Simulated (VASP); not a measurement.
# MoS2 (P6_3/mmc) in VASP: further runs, part 2 of 2

VASP 6.6.1. The steps go on from the part before.

## (3) Electric field gradients, PBE (18.80 Å³/atom)

This run uses another cell than the first one, of 18.80 Å³/atom.

INCAR reads:

```
ALGO = Normal
EDIFF = 1E-8
ENCUT = 520
GGA = PE
ISIF = 2
ISMEAR = -1
LASPH = T
LCHARG = F
LEFG = T
LREAL = F
LWAVE = F
NBANDS = 35
NELM = 100
PREC = Accurate
SIGMA = 0.03
```

KPOINTS reads:

```
k-points
0
Gamma
  10 10 3
```

POSCAR reads:

```
MoS2
1.0
    3.2229977647      0.0000000000      0.0000000000
   -1.6114988823      2.7911979406      0.0000000000
    0.0000000000      0.0000000000     12.5361396517
Mo S
2 4
Direct
    0.3333333333      0.6666666667      0.2500000000
    0.6666666667      0.3333333333      0.7500000000
    0.3333333333      0.6666666667      0.6275000000
    0.6666666667      0.3333333333      0.1275000000
    0.3333333333      0.6666666667      0.8725000000
    0.6666666667      0.3333333333      0.3725000000
```

Potentials or basis: VASP PAW PBE potentials, release 64 (Mo_sv, S).

Command:

```bash
$ cat potpaw_PBE.64/Mo_sv/POTCAR potpaw_PBE.64/S/POTCAR > POTCAR
$ mpirun -np 1 vasp_std > vasp.out
```

OUTCAR:

```text
EDIFF = 1E-8
   ENCUT = 520
   GGA = PE
   ISIF = 2
   ISMEAR = -1
   LASPH = T
   LREAL = F
   NELM = 100
   PREC = Accurate

 ion  position               nearest neighbor table
   1  0.333  0.667  0.250-   4 2.41   6 2.41   4 2.41   6 2.41   4 2.41   6 2.41
   2  0.667  0.333  0.750-   3 2.41   5 2.41   3 2.41   5 2.41   3 2.41   5 2.41
   3  0.333  0.667  0.627-   2 2.41   2 2.41   2 2.41
   4  0.667  0.333  0.127-   1 2.41   1 2.41   1 2.41
   5  0.333  0.667  0.873-   2 2.41   2 2.41   2 2.41
   6  0.667  0.333  0.373-   1 2.41   1 2.41   1 2.41

  LATTYP: Found a hexagonal cell.
 ALAT       =     3.2229977647
 C/A-ratio  =     3.8895899305

  Lattice vectors:

 A1 = (   3.2229977647,   0.0000000000,   0.0000000000)
 A2 = (  -1.6114988823,   2.7911979406,   0.0000000000)
 A3 = (   0.0000000000,   0.0000000000,  12.5361396517)

Analysis of symmetry for initial positions (statically):
=====================================================================
 Subroutine PRICEL returns:
 Original cell was already a primitive cell.

 Routine SETGRP: Setting up the symmetry group for a
 hexagonal supercell.

 Subroutine GETGRP returns: Found 24 space group operations
 (whereof 12 operations were pure point group operations)
 out of a pool of 24 trial point group operations.

The static configuration has the point symmetry D_3d.
 The point group associated with its full space group is D_6h.

Analysis of symmetry for dynamics (positions and initial velocities):
=====================================================================
 Subroutine PRICEL returns:
 Original cell was already a primitive cell.

 Routine SETGRP: Setting up the symmetry group for a
 hexagonal supercell.

 Subroutine GETGRP returns: Found 24 space group operations
 (whereof 12 operations were pure point group operations)
 out of a pool of 24 trial point group operations.

The dynamic configuration has the point symmetry D_3d.
 The point group associated with its full space group is D_6h.

 Subroutine INISYM returns: Found 24 space group operations
 (whereof 12 operations are pure point group operations),
 and found     1 'primitive' translations

----------------------------------------------------------------------------------------

                                     Primitive cell

  volume of cell :     112.7754

  direct lattice vectors                    reciprocal lattice vectors
     3.222997765  0.000000000  0.000000000     0.310270150  0.179134555  0.000000000
    -1.611498882  2.791197941  0.000000000     0.000000000  0.358269109  0.000000000
     0.000000000  0.000000000 12.536139652     0.000000000  0.000000000  0.079769373

  length of vectors
     3.222997765  3.222997765 12.536139652     0.358269109  0.358269109  0.079769373

  position of ions in fractional coordinates (direct lattice)
     0.333333333  0.666666667  0.250000000
     0.666666667  0.333333333  0.750000000
[... 101 lines left out ...]
   EFERMI_NEDOS =   21; number of points for ismear=-14 and -15
   IALGO  =     38    algorithm
   IMIX   =      4    mixing-type and parameters
     AMIX     =   0.40;   BMIX     =  1.00
     AMIX_MAG =   1.60;   BMIX_MAG =  1.00
  volume/ion in A,a.u.               =      18.80       126.84
  Fermi-wavevector in a.u.,A,eV,Ry     =   1.264749  2.390030 21.763755  1.599591
  Thomas-Fermi vector in A             =   2.398038
   LORBIT       =      0    0 simple, 1 ext, 2 COOP (PROOUT), +10 PAW based schemes
   GGA     = PE    functional components
   LHFCALC =     F    Hartree Fock is set to
   AEXX    =    0.0000 exact exchange contribution
   IVDW    =     0    specifies the selected vdW correction
   LEPSILON=     F    determine dielectric tensor
   LRPA    =     F    only Hartree local field effects (RPA)
 non-spin polarized calculation
  energy-cutoff  :      520.00
  volume of cell :      112.78
 maximum number of plane-waves:      3072
 NGX is ok and might be reduce to    24
   NGX = 11   NGY = 11   NGZ = 47

 number of electron      52.0000000 magnetization

 Free energy of the ion-electron system (eV)
  ---------------------------------------------------
  ext. energy  EPLUGINS =         0.00000000
  ---------------------------------------------------
  free energy    TOTEN  =       -43.62963032 eV

  energy without entropy =      -43.62963030  energy(sigma->0) =      -43.62963031

 E-fermi :   7.3279     XC(G=0): -10.4952

 val. band max:        6.9393332694   @ k =   0.0000   0.0000   0.0000
 cond. band min:       7.8071992295   @ k =   0.3000   0.3000   0.0000
 fundamental gap:      0.8678659601
 Fermi energy:         7.3278559574

 k-point     1 :       0.0000    0.0000    0.0000
  band No.  band energies     occupation
      1     -54.6902      2.00000
      2     -54.6902      2.00000
      3     -28.8075      2.00000
      4     -28.8074      2.00000
      5     -28.6528      2.00000
      6     -28.6528      2.00000
[... 901 lines left out ...]
     34      10.5421      0.00000
     35      12.6800      0.00000

 [... further k-points ...]
[... 5 lines left out ...]
  --------------------------------------------------------------------------------------
  -------------------------------------------------------------------------------------
  Total       -1.4567192     -1.4567192      2.3016176     -0.0000000      0.0000000      0.0000000
  in kB      -20.6953108    -20.6953108     32.6986096     -0.0000000      0.0000000      0.0000000
  external PRESSURE =      -2.8973373 kB  Pullay stress =       0.0000000 kB

 VOLUME and BASIS-vectors are now :
 -----------------------------------------------------------------------------
  energy-cutoff  :      520.00
  volume of cell :      112.78
      direct lattice vectors                 reciprocal lattice vectors
     3.222997765  0.000000000  0.000000000     0.310270150  0.179134555  0.000000000
    -1.611498882  2.791197941  0.000000000     0.000000000  0.358269109  0.000000000
     0.000000000  0.000000000 12.536139652     0.000000000  0.000000000  0.079769373

 POSITION                                       TOTAL-FORCE (eV/Angst)
 -----------------------------------------------------------------------------------
     -0.00000      1.86080      3.13403         0.000000     -0.000000      0.000000
      1.61150      0.93040      9.40210        -0.000000     -0.000000      0.000000
     -0.00000      1.86080      7.86643        -0.000000      0.000000     -0.191542
      1.61150      0.93040      1.59836         0.000000     -0.000000     -0.191542
     -0.00000      1.86080     10.93778        -0.000000      0.000000      0.191542
      1.61150      0.93040      4.66971         0.000000     -0.000000      0.191542
 -----------------------------------------------------------------------------------
    total drift:                               -0.000000      0.000000     -0.000000

  FREE ENERGIE OF THE ION-ELECTRON SYSTEM (eV)
  ---------------------------------------------------
  free  energy   TOTEN  =       -43.6296303165 eV

  energy  without entropy=      -43.6296303007  energy(sigma->0) =      -43.62963031

 Electric field gradients (V/A^2)
---------------------------------------------------------------------
 ion       V_xx      V_yy      V_zz      V_xy      V_xz      V_yz
---------------------------------------------------------------------
   1      43.358    43.357   -86.715    -0.000     0.000    -0.000
   2      43.358    43.357   -86.715    -0.000    -0.000     0.000
   3      28.803    28.804   -57.607     0.001    -0.000     0.000
   4      28.803    28.804   -57.607     0.001     0.000    -0.000
   5      28.803    28.804   -57.607     0.001     0.000    -0.000
   6      28.803    28.804   -57.607     0.001    -0.000     0.000
---------------------------------------------------------------------

 Electric field gradients after diagonalization (V/A^2)
 (convention: |V_zz| > |V_xx| > |V_yy|)
----------------------------------------------------------------------
 ion       V_xx      V_yy      V_zz     asymmetry (V_yy - V_xx)/ V_zz
----------------------------------------------------------------------
   1      43.358    43.357   -86.715       0.000
   2      43.358    43.357   -86.715       0.000
   3      28.804    28.803   -57.607       0.000
   4      28.804    28.803   -57.607       0.000
   5      28.804    28.803   -57.607       0.000
   6      28.804    28.803   -57.607       0.000
----------------------------------------------------------------------

           NMR quadrupolar parameters

 Cq : quadrupolar parameter    Cq=e*Q*V_zz/h
 eta: asymmetry parameters     (V_yy - V_xx)/ V_zz
 Q  : nuclear electric quadrupole moment in mb (millibarn)
----------------------------------------------------------------------
 ion       Cq(MHz)       eta       Q (mb)
----------------------------------------------------------------------
   1      -0.210       0.000       1.000
   2      -0.210       0.000       1.000
   3      -0.139       0.000       1.000
   4      -0.139       0.000       1.000
   5      -0.139       0.000       1.000
   6      -0.139       0.000       1.000
----------------------------------------------------------------------
```

It took 3 min on 1 thread of Intel Xeon 8259CL, shared host; peak memory 0.27 GiB.

What came out:

* Free energy: -43.6296 eV
* Pressure: -0.3 GPa
* Largest force: 0.192 eV/Å
* Band gap on the k mesh: 0.87 eV (least direct gap 1.74 eV)
* Largest electric field gradient by atom: Mo -86.7; S -57.6 V/Å²

Forces on the atoms (eV/Å):
```
Mo   0.000  0.000  0.000
Mo   0.000  0.000  0.000
S    0.000  0.000 -0.192
S    0.000  0.000 -0.192
S    0.000  0.000  0.192
S    0.000  0.000  0.192
```

Stress tensor (GPa, compression positive):
```
-2.07  0.00  0.00
 0.00 -2.07  0.00
 0.00  0.00  3.27
```

Levels at points of the mesh, in eV from the valence-band top:
| k point | band 24 | band 25 | band 26 | band 27 | band 28 | band 29 |
| --- | --- | --- | --- | --- | --- | --- |
| (0.00, 0.00, 0.00) | -1.26 | -0.94 | 0.00 | 1.92 | 1.92 | 1.94 |
| (0.50, 0.00, 0.00) | -1.80 | -1.42 | -1.29 | 1.34 | 1.38 | 1.80 |

Electric field gradients, principal values (V/Å²):
| atom | least | middle | greatest (by size) |
| --- | --- | --- | --- |
| 1 Mo | 43.357 | 43.358 | -86.715 |
| 2 Mo | 43.357 | 43.358 | -86.715 |
| 3 S | 28.803 | 28.804 | -57.607 |
| 4 S | 28.803 | 28.804 | -57.607 |
| 5 S | 28.803 | 28.804 | -57.607 |
| 6 S | 28.803 | 28.804 | -57.607 |

Caveat: the stress differs along the axes, from -2 to 3 GPa; without QUAD_EFG the Cq values of the log hold for a quadrupole moment of 1 mb, not for the nuclei; this functional lacks dispersion, which binds layers or chains, so the pressure and a relaxed spacing across them are unreliable. A k mesh can miss the band edges.

## (4) Electric field gradients, PBE (18.80 Å³/atom)

This run uses another cell than the first one, of 18.80 Å³/atom.

INCAR reads:

```
SYSTEM = MoS2
PREC = Accurate
ENCUT = 520
EDIFF = 1E-8
ISMEAR = -1
SIGMA = 0.03
LREAL = .False.
LASPH = .True.
NELM = 80
ALGO = Normal
ISIF = 2
LWAVE = .False.
LCHARG = .False.
GGA = PE
LEFG = .True.
NBANDS = 35
```

KPOINTS reads:

```
Automatic mesh
0
Gamma
  10 10 3
  0 0 0
```

POSCAR is that of step 3.

Potentials or basis: VASP PAW PBE potentials, release 64 (Mo_sv, S).

Command:

```bash
$ cat potpaw_PBE.64/Mo_sv/POTCAR potpaw_PBE.64/S/POTCAR > POTCAR
$ mpirun -np 1 vasp_std > vasp.out
```

OUTCAR:

```text
SYSTEM = MoS2
   PREC = Accurate
   ENCUT = 520
   EDIFF = 1E-8
   ISMEAR = -1
   LREAL = .False.
   LASPH = .True.
   NELM = 80
   ISIF = 2
   GGA = PE

 ion  position               nearest neighbor table
   1  0.333  0.667  0.250-   4 2.41   6 2.41   4 2.41   6 2.41   4 2.41   6 2.41
   2  0.667  0.333  0.750-   3 2.41   5 2.41   3 2.41   5 2.41   3 2.41   5 2.41
   3  0.333  0.667  0.627-   2 2.41   2 2.41   2 2.41
   4  0.667  0.333  0.127-   1 2.41   1 2.41   1 2.41
   5  0.333  0.667  0.873-   2 2.41   2 2.41   2 2.41
   6  0.667  0.333  0.373-   1 2.41   1 2.41   1 2.41

  LATTYP: Found a hexagonal cell.
 ALAT       =     3.2229977647
 C/A-ratio  =     3.8895899305

  Lattice vectors:

 A1 = (   3.2229977647,   0.0000000000,   0.0000000000)
 A2 = (  -1.6114988823,   2.7911979406,   0.0000000000)
 A3 = (   0.0000000000,   0.0000000000,  12.5361396517)

Analysis of symmetry for initial positions (statically):
=====================================================================
 Subroutine PRICEL returns:
 Original cell was already a primitive cell.

 Routine SETGRP: Setting up the symmetry group for a
 hexagonal supercell.

 Subroutine GETGRP returns: Found 24 space group operations
 (whereof 12 operations were pure point group operations)
 out of a pool of 24 trial point group operations.

The static configuration has the point symmetry D_3d.
 The point group associated with its full space group is D_6h.

Analysis of symmetry for dynamics (positions and initial velocities):
=====================================================================
 Subroutine PRICEL returns:
 Original cell was already a primitive cell.

[... 1091 lines left out ...]
  Total       -1.4567192     -1.4567192      2.3016176     -0.0000000      0.0000000      0.0000000
  in kB      -20.6953108    -20.6953108     32.6986096     -0.0000000      0.0000000      0.0000000
  external PRESSURE =      -2.8973373 kB  Pullay stress =       0.0000000 kB

 VOLUME and BASIS-vectors are now :
 -----------------------------------------------------------------------------
  energy-cutoff  :      520.00
  volume of cell :      112.78
      direct lattice vectors                 reciprocal lattice vectors
     3.222997765  0.000000000  0.000000000     0.310270150  0.179134555  0.000000000
    -1.611498882  2.791197941  0.000000000     0.000000000  0.358269109  0.000000000
     0.000000000  0.000000000 12.536139652     0.000000000  0.000000000  0.079769373

 POSITION                                       TOTAL-FORCE (eV/Angst)
 -----------------------------------------------------------------------------------
     -0.00000      1.86080      3.13403         0.000000     -0.000000      0.000000
      1.61150      0.93040      9.40210        -0.000000     -0.000000      0.000000
     -0.00000      1.86080      7.86643        -0.000000      0.000000     -0.191542
      1.61150      0.93040      1.59836         0.000000     -0.000000     -0.191542
     -0.00000      1.86080     10.93778        -0.000000      0.000000      0.191542
      1.61150      0.93040      4.66971         0.000000     -0.000000      0.191542
 -----------------------------------------------------------------------------------
    total drift:                               -0.000000      0.000000     -0.000000

  FREE ENERGIE OF THE ION-ELECTRON SYSTEM (eV)
  ---------------------------------------------------
  free  energy   TOTEN  =       -43.6296303165 eV

  energy  without entropy=      -43.6296303007  energy(sigma->0) =      -43.62963031

 Electric field gradients (V/A^2)
---------------------------------------------------------------------
 ion       V_xx      V_yy      V_zz      V_xy      V_xz      V_yz
---------------------------------------------------------------------
   1      43.358    43.357   -86.715    -0.000     0.000    -0.000
   2      43.358    43.357   -86.715    -0.000    -0.000     0.000
   3      28.803    28.804   -57.607     0.001    -0.000     0.000
   4      28.803    28.804   -57.607     0.001     0.000    -0.000
   5      28.803    28.804   -57.607     0.001     0.000    -0.000
   6      28.803    28.804   -57.607     0.001    -0.000     0.000
---------------------------------------------------------------------

 Electric field gradients after diagonalization (V/A^2)
 (convention: |V_zz| > |V_xx| > |V_yy|)
----------------------------------------------------------------------
 ion       V_xx      V_yy      V_zz     asymmetry (V_yy - V_xx)/ V_zz
----------------------------------------------------------------------
   1      43.358    43.357   -86.715       0.000
   2      43.358    43.357   -86.715       0.000
   3      28.804    28.803   -57.607       0.000
   4      28.804    28.803   -57.607       0.000
   5      28.804    28.803   -57.607       0.000
   6      28.804    28.803   -57.607       0.000
----------------------------------------------------------------------

           NMR quadrupolar parameters

 Cq : quadrupolar parameter    Cq=e*Q*V_zz/h
 eta: asymmetry parameters     (V_yy - V_xx)/ V_zz
 Q  : nuclear electric quadrupole moment in mb (millibarn)
----------------------------------------------------------------------
 ion       Cq(MHz)       eta       Q (mb)
----------------------------------------------------------------------
   1      -0.210       0.000       1.000
   2      -0.210       0.000       1.000
   3      -0.139       0.000       1.000
   4      -0.139       0.000       1.000
   5      -0.139       0.000       1.000
   6      -0.139       0.000       1.000
----------------------------------------------------------------------
```

It took 2.7 min on 1 thread of Intel Xeon 8259CL, shared host; peak memory 0.27 GiB.

What came out:

```yaml
Free_energy: -43.6296 eV
Pressure: -0.3 GPa
Largest_force: 0.192 eV/Å
Band_gap_on_the_k_mesh: 0.87 eV (least direct gap 1.74 eV)
Largest_electric_field_gradient_by_atom: Mo -86.7; S -57.6 V/Å²
```

Forces on the atoms (eV/Å):
```
Mo   0.000  0.000  0.000
Mo   0.000  0.000  0.000
S    0.000  0.000 -0.192
S    0.000  0.000 -0.192
S    0.000  0.000  0.192
S    0.000  0.000  0.192
```

Electric field gradients, principal values (V/Å²):
```tsv
atom	least	middle	greatest (by size)
1 Mo	43.357	43.358	-86.715
2 Mo	43.357	43.358	-86.715
3 S	28.803	28.804	-57.607
4 S	28.803	28.804	-57.607
5 S	28.803	28.804	-57.607
6 S	28.803	28.804	-57.607
```

Caveat: the stress differs along the axes, from -2 to 3 GPa; without QUAD_EFG the Cq values of the log hold for a quadrupole moment of 1 mb, not for the nuclei; this functional lacks dispersion, which binds layers or chains, so the pressure and a relaxed spacing across them are unreliable.
